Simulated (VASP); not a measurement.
# Li (Fm-3m) in VASP: a series of runs, part 2 of 2

VASP 6.6.1. The steps go on from the part before.

### Step 3. Single point, PBE (20.29 Å³/atom)

This run uses another cell than the first one, of 20.29 Å³/atom.

INCAR reads:

```
PREC     = Accurate       # precision mode
ENCUT    = 520            # plane-wave cutoff, eV
EDIFF    = 1E-7           # SCF threshold, eV
ISMEAR   = -1             # smearing method
SIGMA    = 0.08           # smearing width, eV
LREAL    = False          # projectors in reciprocal space
LASPH    = True           # aspherical terms in the spheres
NELM     = 60             # most SCF steps
ALGO     = Normal         # electronic algorithm
ISIF     = 2              # what is computed and relaxed
LWAVE    = False          # write WAVECAR
LCHARG   = False          # write CHGCAR
GGA      = PE             # functional
NBANDS   = 8              # bands
```

KPOINTS reads:

```
Automatic mesh
0
Gamma
  13 13 13
```

POSCAR reads:

```
Li
1.0
    0.0000000000      2.1646707546      2.1646707546
    2.1646707546      0.0000000000      2.1646707546
    2.1646707546      2.1646707546      0.0000000000
Li
1
Direct
    0.0000000000      0.0000000000      0.0000000000
```

Potentials or basis: VASP PAW PBE potentials, release 64 (Li_sv).

Started as:

```console
> cat potpaw_PBE.64/Li_sv/POTCAR > POTCAR
> mpirun -np 1 vasp_std > vasp.out
```

OUTCAR:

```text
PREC = Accurate
   ENCUT = 520
   EDIFF = 1E-7
   ISMEAR = -1
   LREAL = False
   LASPH = True
   NELM = 60
   ISIF = 2
   GGA = PE

 ion  position               nearest neighbor table
   1  0.000  0.000  0.000-

  LATTYP: Found a face centered cubic cell.
 ALAT       =     4.3293415092

  Lattice vectors:

 A1 = (   0.0000000000,   2.1646707546,   2.1646707546)
 A2 = (   2.1646707546,   0.0000000000,   2.1646707546)
 A3 = (   2.1646707546,   2.1646707546,   0.0000000000)

Analysis of symmetry for initial positions (statically):
=====================================================================
 Subroutine PRICEL returns:
 Original cell was already a primitive cell.

 Routine SETGRP: Setting up the symmetry group for a
 face centered cubic supercell.

 Subroutine GETGRP returns: Found 48 space group operations
 (whereof 48 operations were pure point group operations)
 out of a pool of 48 trial point group operations.

The static configuration has the point symmetry O_h .

Analysis of symmetry for dynamics (positions and initial velocities):
=====================================================================
 Subroutine PRICEL returns:
 Original cell was already a primitive cell.

 Routine SETGRP: Setting up the symmetry group for a
 face centered cubic supercell.

 Subroutine GETGRP returns: Found 48 space group operations
 (whereof 48 operations were pure point group operations)
 out of a pool of 48 trial point group operations.

The dynamic configuration has the point symmetry O_h .

 Subroutine INISYM returns: Found 48 space group operations
 (whereof 48 operations are pure point group operations),
 and found     1 'primitive' translations

----------------------------------------------------------------------------------------

                                     Primitive cell

  volume of cell :      20.2864

  direct lattice vectors                    reciprocal lattice vectors
     0.000000000  2.164670755  2.164670755    -0.230982009  0.230982009  0.230982009
     2.164670755  0.000000000  2.164670755     0.230982009 -0.230982009  0.230982009
     2.164670755  2.164670755  0.000000000     0.230982009  0.230982009 -0.230982009

  length of vectors
     3.061306739  3.061306739  3.061306739     0.400072575  0.400072575  0.400072575

  position of ions in fractional coordinates (direct lattice)
     0.000000000  0.000000000  0.000000000

  ion indices of the primitive-cell ions
   primitive index   ion index
                 1           1

----------------------------------------------------------------------------------------

 KPOINTS: Automatic mesh

Automatic generation of k-mesh.
 Grid dimensions read from file:
 generate k-points for:   13   13   13

 Generating k-lattice:

  Cartesian coordinates                     Fractional coordinates (reciprocal lattice)
    -0.017767847  0.017767847  0.017767847     0.076923077  0.000000000  0.000000000
     0.017767847 -0.017767847  0.017767847     0.000000000  0.076923077  0.000000000
     0.017767847  0.017767847 -0.017767847     0.000000000  0.000000000  0.076923077

  Length of vectors
     0.030774813  0.030774813  0.030774813

  Shift w.r.t. Gamma in fractional coordinates (k-lattice)
     0.000000000  0.000000000  0.000000000

 Subroutine IBZKPT returns following result:
 ===========================================

 Found     84 irreducible k-points:

 Following reciprocal coordinates:
            Coordinates               Weight
  0.000000  0.000000  0.000000      1.000000
  0.076923  0.000000  0.000000      8.000000
  0.153846  0.000000  0.000000      8.000000
  0.230769  0.000000  0.000000      8.000000
  0.307692  0.000000  0.000000      8.000000
  0.384615  0.000000  0.000000      8.000000
[... 16 lines left out ...]
  0.384615  0.153846  0.000000     24.000000
  0.461538  0.153846  0.000000     24.000000
 [... further k-points ...]
   k-points           NKPTS =     84   k-points in BZ     NKDIM =     84   number of bands    NBANDS=      8
   number of dos      NEDOS =    301   number of ions     NIONS =      1
   total plane-waves  NPLWV =  13824
   dimension x,y,z NGX =    24 NGY =   24 NGZ =   24
   dimension x,y,z NGXF=    48 NGYF=   48 NGZF=   48
   ions per type =               1
   NGX,Y,Z   is equivalent  to a cutoff of  13.03, 13.03, 13.03 a.u.
   NGXF,Y,Z  is equivalent  to a cutoff of  26.07, 26.07, 26.07 a.u.
 SYSTEM =  unknown system
   PREC   = accura    normal or accurate (medium, high low for compatibility)
   ISTART =      0    job   : 0-new  1-cont  2-samecut
   ICHARG =      2    charge: 1-file 2-atom 10-const
   ISPIN  =      1    spin polarized calculation?
   LNONCOLLINEAR =      F non collinear calculations
   LSORBIT =      F    spin-orbit coupling
   LASPH  =      T    aspherical Exc in radial PAW
   ENCUT  =  520.0 eV  38.22 Ry    6.18 a.u.   5.69  5.69  5.69*2*pi/ulx,y,z
   NELM   =     60;   NELMIN=  2; NELMDL= -5     # of ELM steps
   EDIFF  = 0.1E-06   stopping-criterion for ELM
   LREAL  =      F    real-space projection
   EDIFFG = 0.1E-05   stopping-criterion for IOM
   NSW    =      0    number of steps for IOM
   IBRION =     -1    ionic relax: 0-MD 1-quasi-New 2-CG
   NFREE  =      0    steps in history (QN), initial steepest desc. (CG)
   ISIF   =      2    stress and relaxation
   ISYM   =      2    0-nonsym 1-usesym 2-fastsym
   POTIM  = 0.5000    time-step for ionic-motion
   TEBEG  =    0.0;   TEEND  =   0.0 temperature during run
   PSTRESS=    0.0 pullay stress
   NELECT =       3.0000    total number of electrons
   NUPDOWN=      -1.0000    fix difference up-down
   EMIN   =  10.00;   EMAX   =-10.00  energy-range for DOS
   EFERMI =   0.00;   METHOD = LEGACY
   ISMEAR =    -1;   SIGMA  =   0.08  broadening in eV -4-tet -1-fermi 0-gaus
   EFERMI_NEDOS =   21; number of points for ismear=-14 and -15
   IALGO  =     38    algorithm
   IMIX   =      4    mixing-type and parameters
     AMIX     =   0.40;   BMIX     =  1.00
     AMIX_MAG =   1.60;   BMIX_MAG =  1.00
  volume/ion in A,a.u.               =      20.29       136.90
  Fermi-wavevector in a.u.,A,eV,Ry     =   0.865725  1.635983 10.197297  0.749480
  Thomas-Fermi vector in A             =   1.984010
   LORBIT       =      0    0 simple, 1 ext, 2 COOP (PROOUT), +10 PAW based schemes
   GGA     = PE    functional components
   LHFCALC =     F    Hartree Fock is set to
   AEXX    =    0.0000 exact exchange contribution
   IVDW    =     0    specifies the selected vdW correction
   LEPSILON=     F    determine dielectric tensor
   LRPA    =     F    only Hartree local field effects (RPA)
 non-spin polarized calculation
  energy-cutoff  :      520.00
  volume of cell :       20.29
 maximum number of plane-waves:       557
   NGX = 11   NGY = 11   NGZ = 11

 number of electron       2.9999996 magnetization

 Free energy of the ion-electron system (eV)
  ---------------------------------------------------
  ext. energy  EPLUGINS =         0.00000000
  ---------------------------------------------------
  free energy    TOTEN  =        -1.90934726 eV

  energy without entropy =       -1.89691881  energy(sigma->0) =       -1.90313304

 E-fermi :   0.6438     XC(G=0):  -7.0422

 val. band max:        0.6178460681   @ k =  -0.2308   0.3077   0.0769
 cond. band min:       0.6701898275   @ k =  -0.3846   0.1538   0.0000
 fundamental gap:      0.0523437594
 Fermi energy:         0.6438065978

 k-point     1 :       0.0000    0.0000    0.0000
  band No.  band energies     occupation
      1     -45.9072      2.00000
      2      -2.9366      2.00000
      3      14.9652      0.00000
      4      14.9653      0.00000
      5      14.9653      0.00000
      6      18.8480      0.00000
      7      18.8480      0.00000
      8      18.8480      0.00000
[... 243 lines left out ...]
 k-point    24 :       0.4615    0.1538    0.0000
  band No.  band energies     occupation
      1     -45.8889      2.00000
      2       0.3607      1.94351
      3       4.7810      0.00000
      4      11.4830      0.00000
      5      11.5444      0.00000
      6      14.9144      0.00000
      7      20.2839      0.00000
      8      20.5538      0.00000

 [... further k-points ...]

------------------------ aborting loop because EDIFF is reached ----------------------------------------

  FORCE on cell =-STRESS in cart. coord.  units (eV):
  Direction    XX          YY          ZZ          XY          YZ          ZX
  --------------------------------------------------------------------------------------
  -------------------------------------------------------------------------------------
  Total       -0.0116921     -0.0116921     -0.0116921      0.0000000     -0.0000000      0.0000000
  in kB       -0.9234202     -0.9234202     -0.9234202      0.0000000     -0.0000000      0.0000000
  external PRESSURE =      -0.9234202 kB  Pullay stress =       0.0000000 kB

 VOLUME and BASIS-vectors are now :
 -----------------------------------------------------------------------------
  energy-cutoff  :      520.00
  volume of cell :       20.29
      direct lattice vectors                 reciprocal lattice vectors
     0.000000000  2.164670755  2.164670755    -0.230982009  0.230982009  0.230982009
     2.164670755  0.000000000  2.164670755     0.230982009 -0.230982009  0.230982009
     2.164670755  2.164670755  0.000000000     0.230982009  0.230982009 -0.230982009

 POSITION                                       TOTAL-FORCE (eV/Angst)
 -----------------------------------------------------------------------------------
      0.00000      0.00000      0.00000        -0.000000     -0.000000      0.000000
 -----------------------------------------------------------------------------------
    total drift:                                0.000000      0.000000     -0.000000

  FREE ENERGIE OF THE ION-ELECTRON SYSTEM (eV)
  ---------------------------------------------------
  free  energy   TOTEN  =        -1.9093472615 eV

  energy  without entropy=       -1.8969188087  energy(sigma->0) =       -1.90313304
```

Wall time 12 s (1 thread of Intel Xeon 8259CL, shared host); peak memory 0.13 GiB.

What came out:

- Free energy: -1.9093 eV
- Band gap on the k mesh: zero (an odd number of electrons rules out a gap without spin polarisation)

Levels at points of the mesh, in eV from the Fermi level:
| k point | band 1 | band 2 | band 3 | band 4 | band 5 | band 6 |
| --- | --- | --- | --- | --- | --- | --- |
| (0.00, 0.00, 0.00) | -46.55 | -3.58 | 14.32 | 14.32 | 14.32 | 18.20 |

Caveat: the cutoff is under 1.25 times the usual one of these potentials, so pressure, stress and relaxed cells hold a basis-set (Pulay) error.

### Step 4. Single point, PBE (20.93 Å³/atom)

This run uses another cell than the first one, of 20.93 Å³/atom.

INCAR reads:

```
PREC     = Accurate       # precision mode
ENCUT    = 520            # plane-wave cutoff, eV
EDIFF    = 1E-6           # SCF threshold, eV
ISMEAR   = -1             # smearing method
SIGMA    = 0.08           # smearing width, eV
LREAL    = F              # projectors in reciprocal space
LASPH    = T              # aspherical terms in the spheres
NELM     = 60             # most SCF steps
ALGO     = Normal         # electronic algorithm
ISIF     = 2              # what is computed and relaxed
LWAVE    = F              # write WAVECAR
LCHARG   = F              # write CHGCAR
GGA      = PE             # functional
NBANDS   = 8              # bands
```

KPOINTS reads:

```
regular mesh
0
Gamma
  13 13 13
```

POSCAR reads:

```
Li
1.0
    0.0000000000      2.1872210312      2.1872210312
    2.1872210312      0.0000000000      2.1872210312
    2.1872210312      2.1872210312      0.0000000000
Li
1
Direct
    0.0000000000      0.0000000000      0.0000000000
```

Started as:

```console
> cat potpaw_PBE.64/Li_sv/POTCAR > POTCAR
> mpirun -np 1 vasp_std > vasp.out
```

Wall time 13 s (1 thread of Intel Xeon 8259CL, shared host); peak memory 0.13 GiB.

Results (log left out):

```yaml
Free_energy: -1.9086 eV
Band_gap_on_the_k_mesh: zero (an odd number of electrons rules out a gap without spin polarisation)
```

Levels at points of the mesh, in eV from the Fermi level:
| k point | band 1 | band 2 | band 3 | band 4 | band 5 |
| --- | --- | --- | --- | --- | --- |
| (0.00, 0.00, 0.00) | -46.60 | -3.54 | 14.01 | 14.01 | 14.01 |

Caveat: the cutoff is under 1.25 times the usual one of these potentials, so pressure, stress and relaxed cells hold a basis-set (Pulay) error.

### Step 5. Single point, PBE (21.57 Å³/atom)

This run uses another cell than the first one, of 21.57 Å³/atom.

INCAR reads:

```
SYSTEM = Li
PREC = Accurate
ENCUT = 520
EDIFF = 1E-6
ISMEAR = -1
SIGMA = 0.08
LREAL = .FALSE.
LASPH = .TRUE.
NELM = 100
ALGO = Normal
ISIF = 2
LWAVE = .FALSE.
LCHARG = .FALSE.
GGA = PE
NBANDS = 8
```

KPOINTS reads:

```
Automatic mesh
0
G
  13 13 13
  0 0 0
```

POSCAR reads:

```
Li
1.0
    0.0000000000      2.2093156684      2.2093156684
    2.2093156684      0.0000000000      2.2093156684
    2.2093156684      2.2093156684      0.0000000000
Li
1
Direct
    0.0000000000      0.0000000000      0.0000000000
```

Started as:

```console
> cat potpaw_PBE.64/Li_sv/POTCAR > POTCAR
> mpirun -np 1 vasp_std > vasp.out
```

Run time: 12 s. Hardware: 1 thread of Intel Xeon 8259CL, shared host; peak memory 0.13 GiB.

Results (log left out):

| Property | Result |
| --- | --- |
| Free energy | -1.9064 eV |
| Band gap on the k mesh | zero (an odd number of electrons rules out a gap without spin polarisation) |

Levels at points of the mesh, in eV from the Fermi level:
```csv
k point,band 1,band 2,band 3,band 4,band 5,band 6,band 7
"(0.00, 0.00, 0.00)",-46.65,-3.50,13.71,13.71,13.71,17.50,17.50
```

Caveat: the cutoff is under 1.25 times the usual one of these potentials, so pressure, stress and relaxed cells hold a basis-set (Pulay) error.

### Step 6. Single point, PBE (21.14 Å³/atom)

This run uses another cell than the first one, of 21.14 Å³/atom.

INCAR reads:

```
  ALGO = Normal
  EDIFF = 1E-7
  ENCUT = 520
  GGA = PE
  ISIF = 2
  ISMEAR = -1
  LASPH = T
  LCHARG = T
  LELF = T
  LREAL = F
  LVHAR = T
  LWAVE = F
  NBANDS = 8
  NELM = 100
  PREC = Accurate
  SIGMA = 0.08
```

KPOINTS reads:

```
k-points
0
Gamma
  13 13 13
```

POSCAR reads:

```
Li
1.0
    0.0000000000      2.1946353965      2.1946353965
    2.1946353965      0.0000000000      2.1946353965
    2.1946353965      2.1946353965      0.0000000000
Li
1
Direct
    0.0000000000      0.0000000000      0.0000000000
```

Potentials or basis: VASP PAW PBE potentials, release 64 (Li_sv).

Started as:

```console
> cat potpaw_PBE.64/Li_sv/POTCAR > POTCAR
> mpirun -np 1 vasp_std > vasp.out
```

It took 14 s on 1 thread of Intel Xeon 8259CL, shared host; peak memory 0.13 GiB.

It converged, with:

```
Free energy            : -1.9080 eV
Band gap on the k mesh : zero (an odd number of electrons rules out a gap without spin polarisation)
```

Levels at points of the mesh, in eV from the Fermi level:
```tsv
k point	band 1	band 2	band 3	band 4	band 5
(0.00, 0.00, 0.00)	-46.62	-3.52	13.91	13.91	13.91
```

Caveat: the cutoff is under 1.25 times the usual one of these potentials, so pressure, stress and relaxed cells hold a basis-set (Pulay) error.

### Step 7. Overview

| cell | gap on the mesh (eV) |
| --- | --- |
| a = 3.072 Å, angles 60.0°, 1 atom | none |
| a = 3.061 Å, angles 60.0°, 1 atom | none |
| a = 3.093 Å, angles 60.0°, 1 atom | none |
| a = 3.124 Å, angles 60.0°, 1 atom | none |
| a = 3.104 Å, angles 60.0°, 1 atom | none |

Alike in all rows: task single point; level PBE; potentials or basis VASP PAW PBE potentials, release 64 (Li_sv); no spin polarisation; k mesh 13 × 13 × 13; cutoff (eV) 520; smearing fermi-dirac 0.08 eV.

Caveats: the cutoff is under 1.25 times the usual one of these potentials, so pressure, stress and relaxed cells hold a basis-set (Pulay) error.

Absolute energies hang on the potentials; compare differences alone.
